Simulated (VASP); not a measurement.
Runs of VASP 6.6.1 on NaCl. The structure is that of space group Fm-3m (No. 225), or close to it. The cells are those of the table. 

| task | cell | k mesh | cutoff (eV) | smearing | gap on the mesh (eV) | pressure (GPa) |
| --- | --- | --- | --- | --- | --- | --- |
| relaxation of cell and atoms | relaxed to 12 GPa from a = 3.655 Å, angles 60.0°, 2 atoms | 8 × 8 × 8 | 600 | gaussian 0.01 eV | 7.27 | 12.0 |
| single point | a = 3.655 Å, angles 60.0°, 2 atoms | 8 × 8 × 8 | 520 | gaussian 0.01 eV | 7.25 | 11.7 |
| relaxation of cell and atoms | relaxed to 12 GPa from a = 3.974 Å, angles 60.0°, 2 atoms | 6 × 6 × 6 | 600 | gaussian 0.1 eV | (a) | 12.1 |
| single point | a = 3.655 Å, angles 60.0°, 2 atoms | 6 × 6 × 6 | 520 | gaussian 0.1 eV | 7.25 | 11.7 |
| single point | a = 3.655 Å, angles 60.0°, 2 atoms | 8 × 8 × 8 | 520 | gaussian 0.02 eV | 7.25 | 11.7 |
| relaxation of cell and atoms | relaxed to 12 GPa from a = 3.655 Å, angles 60.0°, 2 atoms | 6 × 6 × 6 | 600 | gaussian 0.1 eV | 7.25 | 11.7 |

Alike in all rows: level r2SCAN; potentials or basis VASP PAW PBE potentials, release 64 (Na_pv, Cl); no spin polarisation.

Problem. Fill in the values left out.

Solution. (a) 7.30.

Caveats: the PAW data sets were made with another functional, which shifts forces and pressure a little; the cell is relaxed towards a set pressure, so the run minimises the enthalpy, not the energy (at least some runs); the cell stands under pressure (at least some runs); the relaxation stopped at its first step, so nothing moved (at least some runs).

